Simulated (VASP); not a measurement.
# Al3Cu (P4/mmm) in VASP: a series of runs

Al3Cu is run at these levels: LDA; tasks: vibrations by perturbation theory.

All numbers are computed with VASP 6.6.1; they aren't measurements. Logs are shortened: lines on timing, memory, paths and dates and some standing lists are left out, and cuts for length are marked.

## Step 1: The cell of the first run

The structure is tetragonal, space group P4/mmm (No. 123). The conventional cell has a = 2.701 Å, b = 2.701 Å, c = 7.331 Å, α = 90.00°, β = 90.00°, γ = 90.00°. Within 3.9 Å of Al (site symmetry 4/mmm) lie 16 Al at 2.70 to 3.82 Å and 2 Cu at 3.67 Å. Al (site symmetry 4mm) has 4 Cu at 2.51 Å and 9 Al at 2.70 to 3.27 Å within 3.3 Å. Cu (site symmetry 4/mmm) has 8 Al at 2.51 Å and 4 Cu at 2.70 Å within 3.3 Å.

## Step 2: Vibrations by perturbation theory, LDA

File INCAR:

```
  PREC = Accurate
  ENCUT = 520
  EDIFF = 1E-8
  ISMEAR = -1
  SIGMA = 0.15
  LREAL = False
  LASPH = True
  NELM = 80
  ALGO = Normal
  ISIF = 2
  LWAVE = False
  LCHARG = False
  GGA = CA
  NBANDS = 18
  IBRION = 8
  NSW = 1
```

File KPOINTS:

```
regular mesh
0
Gamma
  16 16 6
```

File POSCAR:

```
Al3Cu
1.0
    2.7010774873      0.0000000000      0.0000000000
    0.0000000000      2.7010774873      0.0000000000
    0.0000000000      0.0000000000      7.3312310892
Al Cu
3 1
Direct
    0.0000000000      0.0000000000      0.5000000000
    0.5000000000      0.5000000000      0.2231349892
    0.5000000000      0.5000000000      0.7768650108
    0.0000000000      0.0000000000      0.0000000000
```

Potentials or basis: VASP PAW LDA potentials, release 64 (Al, Cu).

On the command line:

```bash
> cat potpaw_LDA.64/Al/POTCAR potpaw_LDA.64/Cu/POTCAR > POTCAR
> mpirun -np 1 vasp_std > vasp.out
```

OUTCAR:

```text
PREC = Accurate
   ENCUT = 520
   EDIFF = 1E-8
   ISMEAR = -1
   LREAL = False
   LASPH = True
   NELM = 80
   ISIF = 2
   GGA = CA
   IBRION = 8
   NSW = 1

 ion  position               nearest neighbor table
   1  0.000  0.000  0.500-   2 2.79   3 2.79   2 2.79   3 2.79   2 2.79   3 2.79   2 2.79   3 2.79

   2  0.500  0.500  0.223-   4 2.51   4 2.51   4 2.51   4 2.51   1 2.79   1 2.79   1 2.79   1 2.79
                             3 3.27
   3  0.500  0.500  0.777-   4 2.51   4 2.51   4 2.51   4 2.51   1 2.79   1 2.79   1 2.79   1 2.79
                             2 3.27
   4  0.000  0.000  0.000-   2 2.51   3 2.51   2 2.51   3 2.51   2 2.51   3 2.51   2 2.51   3 2.51

  LATTYP: Found a simple tetragonal cell.
 ALAT       =     2.7010774873
 C/A-ratio  =     2.7141876246

  Lattice vectors:

 A1 = (   2.7010774873,   0.0000000000,   0.0000000000)
 A2 = (   0.0000000000,   2.7010774873,   0.0000000000)
 A3 = (   0.0000000000,   0.0000000000,   7.3312310892)

Analysis of symmetry for initial positions (statically):
=====================================================================
 Subroutine PRICEL returns:
 Original cell was already a primitive cell.

 Routine SETGRP: Setting up the symmetry group for a
 simple tetragonal supercell.

 Subroutine GETGRP returns: Found 16 space group operations
 (whereof 16 operations were pure point group operations)
 out of a pool of 16 trial point group operations.

The static configuration has the point symmetry D_4h.

Analysis of symmetry for dynamics (positions and initial velocities):
=====================================================================
 Subroutine PRICEL returns:
 Original cell was already a primitive cell.

 Routine SETGRP: Setting up the symmetry group for a
 simple tetragonal supercell.

 Subroutine GETGRP returns: Found 16 space group operations
 (whereof 16 operations were pure point group operations)
 out of a pool of 16 trial point group operations.

The dynamic configuration has the point symmetry D_4h.

 Subroutine INISYM returns: Found 16 space group operations
 (whereof 16 operations are pure point group operations),
 and found     1 'primitive' translations

----------------------------------------------------------------------------------------

                                     Primitive cell

  volume of cell :      53.4873

  direct lattice vectors                    reciprocal lattice vectors
     2.701077487  0.000000000  0.000000000     0.370222626  0.000000000  0.000000000
     0.000000000  2.701077487  0.000000000     0.000000000  0.370222626  0.000000000
     0.000000000  0.000000000  7.331231089     0.000000000  0.000000000  0.136402739

  length of vectors
     2.701077487  2.701077487  7.331231089     0.370222626  0.370222626  0.136402739

  position of ions in fractional coordinates (direct lattice)
     0.000000000  0.000000000  0.500000000
     0.500000000  0.500000000  0.223134989
     0.500000000  0.500000000  0.776865011
     0.000000000  0.000000000  0.000000000

  ion indices of the primitive-cell ions
   primitive index   ion index
                 1           1
                 2           2
                 3           3
                 4           4

[... 124 lines left out ...]
 fundamental gap:      0.0177106068
 Fermi energy:         9.3535691037

 k-point     1 :       0.0000    0.0000    0.0000
  band No.  band energies     occupation
      1      -2.5119      2.00000
      2       0.0849      2.00000
      3       0.3471      2.00000
      4       4.3240      2.00000
      5       4.4653      2.00000
      6       5.3380      2.00000
[... 481 lines left out ...]
      5       4.6457      2.00000
      6       4.6753      2.00000
[... 10 lines left out ...]
     17      17.5515      0.00000
     18      19.4451      0.00000

 [... further k-points ...]

------------------------ aborting loop because EDIFF is reached ----------------------------------------

  FORCE on cell =-STRESS in cart. coord.  units (eV):
  Direction    XX          YY          ZZ          XY          YZ          ZX
  --------------------------------------------------------------------------------------
  -------------------------------------------------------------------------------------
  Total        2.7783098      2.7783098      2.7836171      0.0000000      0.0000000      0.0000000
  in kB       83.2224033     83.2224033     83.3813815      0.0000000      0.0000000      0.0000000
  external PRESSURE =      83.2753960 kB  Pullay stress =       0.0000000 kB

 VOLUME and BASIS-vectors are now :
 -----------------------------------------------------------------------------
  energy-cutoff  :      520.00
  volume of cell :       53.49
      direct lattice vectors                 reciprocal lattice vectors
     2.701077487  0.000000000  0.000000000     0.370222626  0.000000000  0.000000000
     0.000000000  2.701077487  0.000000000     0.000000000  0.370222626  0.000000000
     0.000000000  0.000000000  7.331231089     0.000000000  0.000000000  0.136402739

 POSITION                                       TOTAL-FORCE (eV/Angst)
 -----------------------------------------------------------------------------------
      0.00000      0.00000      3.66562         0.000000      0.000000      0.000000
      1.35054      1.35054      1.63585        -0.000000     -0.000000      0.023377
      1.35054      1.35054      5.69538         0.000000     -0.000000     -0.023377
      0.00000      0.00000      0.00000         0.000000      0.000000      0.000000
 -----------------------------------------------------------------------------------
    total drift:                               -0.000000     -0.000000     -0.000000

  FREE ENERGIE OF THE ION-ELECTRON SYSTEM (eV)
  ---------------------------------------------------
  free  energy   TOTEN  =       -17.6284786894 eV

  energy  without entropy=      -17.5293312948  energy(sigma->0) =      -17.57890499

[... ionic steps 2 to 12 ...]

--------------------------------------- Ionic step       13  -------------------------------------------

------------------------ aborting loop because EDIFF is reached ----------------------------------------

[... ionic steps 14 to 14 ...]

--------------------------------------- Ionic step       15  -------------------------------------------

 Free energy of the ion-electron system (eV)
  ---------------------------------------------------
  ---------------------------------------------------
  free energy    TOTEN  =        -0.25595690 eV

  energy without entropy =       -0.25595690

------------------------ aborting loop because EDIFF is reached ----------------------------------------

 INTERNAL STRAIN TENSOR  FOR ION    4  DIRECTION 3   (eV/Angst):
 -----------------------------------------------------------------------------
    -0.00077  0.00000  0.00000
     0.00000 -0.00077 -0.00000
     0.00000 -0.00000  0.02153

 INTERNAL STRAIN TENSOR FOR ION    4 for displacements in x,y,z  (eV/Angst):
          X           Y           Z          XY          YZ          ZX
  --------------------------------------------------------------------------------
  x     0.00000     0.00000     0.00000     0.00000     0.00000     0.00000
  y     0.00000     0.00000     0.00000     0.00000     0.00000     0.00000
  z     0.00000     0.00000     0.00000     0.00000     0.00000     0.00000

 SECOND DERIVATIVES (NOT SYMMETRIZED)
 ------------------------------------
               1X          1Y          1Z          2X          2Y          2Z          3X          3Y          3Z          4X          4Y          4Z
  1X    -1.747427    0.000000    0.000000    1.088456    0.000000    0.000000    1.088456    0.000000    0.000000   -0.429485    0.000000    0.000000
  1Y     0.000000   -1.747427    0.000000    0.000000    1.088456    0.000000    0.000000    1.088456    0.000000    0.000000   -0.429485    0.000000
  1Z     0.000000    0.000000   -6.634991   -0.000000    0.000000    3.018433   -0.000000   -0.000000    3.018433    0.000000    0.000000    0.598126
  2X     1.081950    0.000000    0.000000   -3.633758    0.000000    0.000000    0.100227    0.000000    0.000000    2.451581    0.000000    0.000000
  2Y     0.000000    1.081950    0.000000    0.000000   -3.633758    0.000000    0.000000    0.100227    0.000000    0.000000    2.451581    0.000000
  2Z     0.000000    0.000000    3.039199    0.000000    0.000000   -7.409252   -0.000000   -0.000000    0.760821    0.000000    0.000000    3.609232
  3X     1.081950    0.000000    0.000000    0.100227    0.000000    0.000000   -3.633758    0.000000    0.000000    2.451581    0.000000    0.000000
  3Y     0.000000    1.081950    0.000000    0.000000    0.100227    0.000000    0.000000   -3.633758    0.000000    0.000000    2.451581    0.000000
  3Z     0.000000    0.000000    3.039199   -0.000000   -0.000000    0.760821    0.000000    0.000000   -7.409252    0.000000    0.000000    3.609232
  4X    -0.436270    0.000000    0.000000    2.440641    0.000000    0.000000    2.440641    0.000000    0.000000   -4.445012    0.000000    0.000000
  4Y     0.000000   -0.436270   -0.000000    0.000000    2.440641    0.000000    0.000000    2.440641    0.000000    0.000000   -4.445012   -0.000000
  4Z    -0.000000   -0.000000    0.607081    0.000000    0.000000    3.645147    0.000000    0.000000    3.645147    0.000000    0.000000   -7.897375

 Eigenvectors and eigenvalues of the dynamical matrix
 ----------------------------------------------------

   1 f  =   10.212656 THz    64.168012 2PiTHz  340.657543 cm-1    42.236133 meV
             X         Y         Z           dx          dy          dz
      0.000000  0.000000  3.665616     0.000000    0.000000   -0.622701
      1.350539  1.350539  1.635854    -0.000000   -0.000000    0.519113
      1.350539  1.350539  5.695377    -0.000000   -0.000000    0.519113
      0.000000  0.000000  0.000000     0.000000    0.000000   -0.270716
[... 71 lines left out ...]
  12 f/i=    0.021840 THz     0.137223 2PiTHz    0.728493 cm-1     0.090322 meV
             X         Y         Z           dx          dy          dz
      0.000000  0.000000  3.665616    -0.000000    0.000000   -0.434233
      1.350539  1.350539  1.635854    -0.000000    0.000000   -0.432782
      1.350539  1.350539  5.695377    -0.000000    0.000000   -0.432782
      0.000000  0.000000  0.000000    -0.000000    0.000000   -0.660940

--------------------------------------------------------------------------------------------------------

 ELASTIC MODULI CONTR FROM IONIC RELAXATION (kBar)
 Direction    XX          YY          ZZ          XY          YZ          ZX
 --------------------------------------------------------------------------------
 XX         -55.1371    -55.1371    -39.4857      0.0000     -0.0000      0.0000
 YY         -55.1371    -55.1371    -39.4857      0.0000     -0.0000      0.0000
 ZZ         -39.4857    -39.4857    -28.2771      0.0000     -0.0000      0.0000
 XY           0.0000      0.0000      0.0000      0.0000      0.0000      0.0000
 YZ          -0.0000     -0.0000     -0.0000      0.0000    -86.0253      0.0000
 ZX           0.0000      0.0000      0.0000      0.0000      0.0000    -71.8880
 --------------------------------------------------------------------------------
```

Run time: 32 min. Hardware: 1 thread of Oxide Virtual Turin-like, shared host; peak memory 0.85 GiB.

Results:

```yaml
Highest_phonon_frequency_at_Γ: 341 cm⁻¹
```

Phonon frequencies in cm⁻¹ (negative: imaginary):
```tsv
q point	frequencies
(0.000, 0.000, 0.000)	-1 0 0 124 124 194 194 227 238 238 287 341
```

Caveat: the cell stands under pressure or tension, which shifts response properties.

[end of part 1 of 2]
